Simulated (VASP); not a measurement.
# In3W (Pm-3m) in VASP: density of states with PBE

Aim: the density of states of In3W with PBE.

Everything below comes from runs of VASP 6.6.1. Logs are shortened: lines on timing, memory, paths and dates and some standing lists are left out, and cuts for length are marked.

## 1. The cell of the first run

Symmetry: Pm-3m, No. 221, cubic system. Conventional cell: a = 4.450 Å, b = 4.450 Å, c = 4.450 Å, α = 90.00°, β = 90.00°, γ = 90.00°. Within 4.1 Å of In (site symmetry 4/mmm) lie 8 In at 3.15 Å and 4 W at 3.15 Å. Within 4.1 Å of W (site symmetry m-3m) lie 12 In at 3.15 Å.

## 2. Density of states, PBE

The input, POSCAR:

```
In3W
1.0
    4.4499120000      0.0000000000      0.0000000000
    0.0000000000      4.4499120000      0.0000000000
    0.0000000000      0.0000000000      4.4499120000
In W
3 1
Direct
    0.0000000000      0.5000000000      0.5000000000
    0.5000000000      0.0000000000      0.5000000000
    0.5000000000      0.5000000000      0.0000000000
    0.0000000000      0.0000000000      0.0000000000
```

The input, INCAR.step1:

```
SYSTEM = In3W
PREC     = Accurate       ! precision mode
ENCUT    = 400            ! plane-wave cutoff, eV
EDIFF    = 1E-6           ! SCF threshold, eV
ISMEAR   = -1             ! smearing method
SIGMA    = 0.1            ! smearing width, eV
LREAL    = .False.        ! projectors in reciprocal space
LASPH    = .True.         ! aspherical terms in the spheres
NELM     = 120            ! most SCF steps
ALGO     = Normal         ! electronic algorithm
ISIF     = 2              ! what is computed and relaxed
LWAVE    = .False.        ! write WAVECAR
LCHARG   = .True.         ! write CHGCAR
LMAXMIX  = 4              ! l up to which the mixer works
GGA      = PE             ! functional
NBANDS   = 34             ! bands
GGA_COMPAT= .False.      
NEDOS    = 2001           ! points of the DOS
LORBIT   = 11             ! projections on sites
```

The input, KPOINTS.step1:

```
Automatic mesh
0
Gamma
  8 8 8
  0 0 0
```

The input, INCAR.step2:

```
SYSTEM = In3W
PREC     = Accurate       ! precision mode
ENCUT    = 400            ! plane-wave cutoff, eV
EDIFF    = 1E-6           ! SCF threshold, eV
ISMEAR   = -5             ! smearing method
SIGMA    = 0.1            ! smearing width, eV
LREAL    = .False.        ! projectors in reciprocal space
LASPH    = .True.         ! aspherical terms in the spheres
NELM     = 120            ! most SCF steps
ALGO     = Normal         ! electronic algorithm
ISIF     = 2              ! what is computed and relaxed
LWAVE    = .False.        ! write WAVECAR
LCHARG   = .False.        ! write CHGCAR
LMAXMIX  = 4              ! l up to which the mixer works
GGA      = PE             ! functional
LORBIT   = 10             ! projections on sites
NBANDS   = 34             ! bands
NEDOS    = 2001           ! points of the DOS
ICHARG   = 11             ! starting density
GGA_COMPAT= .False.
```

The input, KPOINTS.step2:

```
Automatic mesh
0
Gamma
  12 12 12
  0 0 0
```

Potentials or basis: VASP PAW PBE potentials, release 64 (In_d, W_sv).

The run is started by

```
> cat potpaw_PBE.64/In_d/POTCAR potpaw_PBE.64/W_sv/POTCAR > POTCAR
> cp INCAR.step1 INCAR
> cp KPOINTS.step1 KPOINTS
> mpirun -np 1 vasp_std > vasp.out
> cp INCAR.step2 INCAR
> cp KPOINTS.step2 KPOINTS
> mpirun -np 1 vasp_std > vasp.out
```

OUTCAR:

```text
SYSTEM = In3W
   PREC = Accurate
   ENCUT = 400
   EDIFF = 1E-6
   ISMEAR = -5
   LREAL = .False.
   LASPH = .True.
   NELM = 120
   ISIF = 2
   GGA = PE
   LORBIT = 10
   ICHARG = 11

 ion  position               nearest neighbor table
   1  0.000  0.500  0.500-   2 3.15   3 3.15   4 3.15   3 3.15   4 3.15   2 3.15   4 3.15   4 3.15
                             2 3.15   3 3.15   3 3.15   2 3.15
   2  0.500  0.000  0.500-   1 3.15   3 3.15   4 3.15   3 3.15   4 3.15   1 3.15   3 3.15   3 3.15
                             1 3.15   4 3.15   4 3.15   1 3.15
   3  0.500  0.500  0.000-   1 3.15   2 3.15   4 3.15   1 3.15   2 3.15   2 3.15   4 3.15   2 3.15
                             1 3.15   4 3.15   1 3.15   4 3.15
   4  0.000  0.000  0.000-   1 3.15   2 3.15   3 3.15   1 3.15   2 3.15   1 3.15   3 3.15   1 3.15
                             2 3.15   3 3.15   2 3.15   3 3.15

  LATTYP: Found a simple cubic cell.
 ALAT       =     4.4499120000

  Lattice vectors:

 A1 = (   4.4499120000,   0.0000000000,   0.0000000000)
 A2 = (   0.0000000000,   4.4499120000,   0.0000000000)
 A3 = (   0.0000000000,   0.0000000000,   4.4499120000)

Analysis of symmetry for initial positions (statically):
=====================================================================
 Subroutine PRICEL returns:
 Original cell was already a primitive cell.

 Routine SETGRP: Setting up the symmetry group for a
 simple cubic supercell.

 Subroutine GETGRP returns: Found 48 space group operations
 (whereof 48 operations were pure point group operations)
 out of a pool of 48 trial point group operations.

The static configuration has the point symmetry O_h .

Analysis of symmetry for dynamics (positions and initial velocities):
=====================================================================
 Subroutine PRICEL returns:
 Original cell was already a primitive cell.

 Routine SETGRP: Setting up the symmetry group for a
 simple cubic supercell.

 Subroutine GETGRP returns: Found 48 space group operations
 (whereof 48 operations were pure point group operations)
 out of a pool of 48 trial point group operations.

The dynamic configuration has the point symmetry O_h .

 Subroutine INISYM returns: Found 48 space group operations
 (whereof 48 operations are pure point group operations),
 and found     1 'primitive' translations

----------------------------------------------------------------------------------------

                                     Primitive cell

  volume of cell :      88.1159

  direct lattice vectors                    reciprocal lattice vectors
     4.449912000  0.000000000  0.000000000     0.224723545  0.000000000  0.000000000
     0.000000000  4.449912000  0.000000000     0.000000000  0.224723545  0.000000000
     0.000000000  0.000000000  4.449912000     0.000000000  0.000000000  0.224723545

  length of vectors
     4.449912000  4.449912000  4.449912000     0.224723545  0.224723545  0.224723545

  position of ions in fractional coordinates (direct lattice)
     0.000000000  0.500000000  0.500000000
     0.500000000  0.000000000  0.500000000
     0.500000000  0.500000000  0.000000000
     0.000000000  0.000000000  0.000000000

  ion indices of the primitive-cell ions
   primitive index   ion index
                 1           1
                 2           2
                 3           3
                 4           4

----------------------------------------------------------------------------------------

 KPOINTS: Automatic mesh

Automatic generation of k-mesh.
 Grid dimensions read from file:
 generate k-points for:   12   12   12

 Generating k-lattice:

  Cartesian coordinates                     Fractional coordinates (reciprocal lattice)
     0.018726962  0.000000000  0.000000000     0.083333333  0.000000000  0.000000000
     0.000000000  0.018726962  0.000000000     0.000000000  0.083333333  0.000000000
     0.000000000  0.000000000  0.018726962     0.000000000  0.000000000  0.083333333

  Length of vectors
     0.018726962  0.018726962  0.018726962

  Shift w.r.t. Gamma in fractional coordinates (k-lattice)
     0.000000000  0.000000000  0.000000000

 TETIRR: Found    854 inequivalent tetrahedra from    10368

 Subroutine IBZKPT returns following result:
 ===========================================

 Found     84 irreducible k-points:

 Following reciprocal coordinates:
            Coordinates               Weight
  0.000000  0.000000  0.000000      1.000000
  0.083333  0.000000  0.000000      6.000000
  0.166667  0.000000  0.000000      6.000000
  0.250000  0.000000  0.000000      6.000000
  0.333333  0.000000  0.000000      6.000000
  0.416667  0.000000  0.000000      6.000000
[... 16 lines left out ...]
  0.333333  0.333333  0.000000     12.000000
  0.416667  0.333333  0.000000     24.000000
 [... further k-points ...]
   k-points           NKPTS =     84   k-points in BZ     NKDIM =     84   number of bands    NBANDS=     34
   number of dos      NEDOS =   2001   number of ions     NIONS =      4
   total plane-waves  NPLWV =  27000
   dimension x,y,z NGX =    30 NGY =   30 NGZ =   30
   dimension x,y,z NGXF=    60 NGYF=   60 NGZF=   60
   ions per type =               3   1
   NGX,Y,Z   is equivalent  to a cutoff of  11.21, 11.21, 11.21 a.u.
   NGXF,Y,Z  is equivalent  to a cutoff of  22.42, 22.42, 22.42 a.u.
 SYSTEM =  In3W
   PREC   = accura    normal or accurate (medium, high low for compatibility)
   ISTART =      0    job   : 0-new  1-cont  2-samecut
   ICHARG =     11    charge: 1-file 2-atom 10-const
   ISPIN  =      1    spin polarized calculation?
   LNONCOLLINEAR =      F non collinear calculations
   LSORBIT =      F    spin-orbit coupling
   LASPH  =      T    aspherical Exc in radial PAW
   ENCUT  =  400.0 eV  29.40 Ry    5.42 a.u.   7.26  7.26  7.26*2*pi/ulx,y,z
   NELM   =    120;   NELMIN=  2; NELMDL=  0     # of ELM steps
   EDIFF  = 0.1E-05   stopping-criterion for ELM
   LREAL  =      F    real-space projection
   EDIFFG = 0.1E-04   stopping-criterion for IOM
   NSW    =      0    number of steps for IOM
   IBRION =     -1    ionic relax: 0-MD 1-quasi-New 2-CG
   NFREE  =      0    steps in history (QN), initial steepest desc. (CG)
   ISIF   =      2    stress and relaxation
   ISYM   =      2    0-nonsym 1-usesym 2-fastsym
   POTIM  = 0.5000    time-step for ionic-motion
   TEBEG  =    0.0;   TEEND  =   0.0 temperature during run
   PSTRESS=    0.0 pullay stress
   NELECT =      53.0000    total number of electrons
   NUPDOWN=      -1.0000    fix difference up-down
   EMIN   =  10.00;   EMAX   =-10.00  energy-range for DOS
   EFERMI =   0.00;   METHOD = LEGACY
   ISMEAR =    -5;   SIGMA  =   0.10  broadening in eV -4-tet -1-fermi 0-gaus
   EFERMI_NEDOS =   21; number of points for ismear=-14 and -15
   IALGO  =     38    algorithm
   IMIX   =      4    mixing-type and parameters
     AMIX     =   0.40;   BMIX     =  1.00
     AMIX_MAG =   1.60;   BMIX_MAG =  1.00
  volume/ion in A,a.u.               =      22.03       148.66
  Fermi-wavevector in a.u.,A,eV,Ry     =   1.381917  2.611445 25.982981  1.909695
  Thomas-Fermi vector in A             =   2.506657
   LORBIT       =     10    0 simple, 1 ext, 2 COOP (PROOUT), +10 PAW based schemes
   GGA     = PE    functional components
   LHFCALC =     F    Hartree Fock is set to
   AEXX    =    0.0000 exact exchange contribution
   IVDW    =     0    specifies the selected vdW correction
   LEPSILON=     F    determine dielectric tensor
   LRPA    =     F    only Hartree local field effects (RPA)
 non-spin polarized calculation
 Fermi weights with tetrahedron method with Bloechl corrections
  energy-cutoff  :      400.00
  volume of cell :       88.12
 maximum number of plane-waves:      1628
 NGX is ok and might be reduce to    30

 number of electron      52.9999981 magnetization

 Free energy of the ion-electron system (eV)
  ---------------------------------------------------
  ext. energy  EPLUGINS =         0.00000000
  ---------------------------------------------------
  free energy    TOTEN  =       -17.56967505 eV

  energy without entropy =      -17.56967505  energy(sigma->0) =      -17.56967505

 E-fermi :   9.0948     XC(G=0): -11.2909

 val. band max:        9.1400532215   @ k =   0.2500   0.2500   0.2500
 cond. band min:       9.0684390575   @ k =   0.4167   0.2500   0.2500
 fundamental gap:     -0.0716141640
 Fermi energy:         9.0947552094

 k-point     1 :       0.0000    0.0000    0.0000
  band No.  band energies     occupation
      1     -65.1638      2.00000
      2     -29.3263      2.00000
      3     -29.3263      2.00000
      4     -29.3263      2.00000
      5      -6.0997      2.00000
      6      -6.0536      2.00000
[... 26 lines left out ...]
     33      13.6032      0.00000
     34      13.6032      0.00000

 k-point     2 :       0.0833    0.0000    0.0000
  band No.  band energies     occupation
      1     -65.1638      2.00000
      2     -29.3266      2.00000
      3     -29.3263      2.00000
      4     -29.3263      2.00000
      5      -6.0899      2.00000
      6      -6.0511      2.00000
[... 26 lines left out ...]
     33      13.6495      0.00000
     34      13.8312      0.00000

 k-point     3 :       0.1667    0.0000    0.0000
  band No.  band energies     occupation
      1     -65.1637      2.00000
      2     -29.3273      2.00000
      3     -29.3263      2.00000
      4     -29.3263      2.00000
      5      -6.0617      2.00000
      6      -6.0442      2.00000
[... 26 lines left out ...]
     33      13.6227      0.00000
     34      14.2716      0.00000
[... 704 lines left out ...]
 k-point    23 :       0.3333    0.3333    0.0000
  band No.  band energies     occupation
      1     -65.1637      2.00000
      2     -29.3291      2.00000
      3     -29.3289      2.00000
      4     -29.3263      2.00000
      5      -5.9116      2.00000
      6      -5.9069      2.00000
[... 26 lines left out ...]
     33      13.9692      0.00000
     34      14.4822      0.00000

 k-point    24 :       0.4167    0.3333    0.0000
  band No.  band energies     occupation
      1     -65.1637      2.00000
      2     -29.3297      2.00000
      3     -29.3290      2.00000
      4     -29.3263      2.00000
      5      -5.8837      2.00000
      6      -5.8801      2.00000
[... 26 lines left out ...]
     33      13.8796      0.00000
     34      14.7463      0.00000

 [... further k-points ...]

------------------------ aborting loop because EDIFF is reached ----------------------------------------

  FORCE on cell =-STRESS in cart. coord.  units (eV):
  Direction    XX          YY          ZZ          XY          YZ          ZX
  --------------------------------------------------------------------------------------
  -------------------------------------------------------------------------------------
  Total       -2.3200375     -2.3200375     -2.3200375     -0.0000000     -0.0000000      0.0000000
  in kB      -42.1843453    -42.1843453    -42.1843453     -0.0000000     -0.0000000      0.0000000
  external PRESSURE =     -42.1843453 kB  Pullay stress =       0.0000000 kB

 VOLUME and BASIS-vectors are now :
 -----------------------------------------------------------------------------
  energy-cutoff  :      400.00
  volume of cell :       88.12
      direct lattice vectors                 reciprocal lattice vectors
     4.449912000  0.000000000  0.000000000     0.224723545  0.000000000  0.000000000
     0.000000000  4.449912000  0.000000000     0.000000000  0.224723545  0.000000000
     0.000000000  0.000000000  4.449912000     0.000000000  0.000000000  0.224723545

 POSITION                                       TOTAL-FORCE (eV/Angst)
 -----------------------------------------------------------------------------------
      0.00000      2.22496      2.22496         0.000000      0.000000      0.000000
      2.22496      0.00000      2.22496         0.000000      0.000000      0.000000
      2.22496      2.22496      0.00000         0.000000      0.000000      0.000000
      0.00000      0.00000      0.00000         0.000000      0.000000      0.000000
 -----------------------------------------------------------------------------------
    total drift:                                0.000000      0.000000     -0.000000

  FREE ENERGIE OF THE ION-ELECTRON SYSTEM (eV)
  ---------------------------------------------------
  free  energy   TOTEN  =       -17.5696750511 eV

  energy  without entropy=      -17.5696750511  energy(sigma->0) =      -17.56967505

 total charge

# of ion       s       p       d       tot
------------------------------------------
    1        0.868   0.673   9.875  11.416
    2        0.868   0.673   9.875  11.416
    3        0.868   0.673   9.875  11.416
    4        2.363   6.075   3.289  11.728
--------------------------------------------------
tot          4.969   8.093  32.915  45.976
```

Run time: 2.6 min. Hardware: 1 thread of Intel Xeon 6975P-C, shared host; peak memory 0.26 GiB.

Results:

```
Valence electrons inside the program's atomic spheres : In 11.42; W 11.73
```

Caveat: spin-orbit coupling is left out, which moves the levels of the heavy elements; tetrahedron occupations give inexact forces and stress in metals.
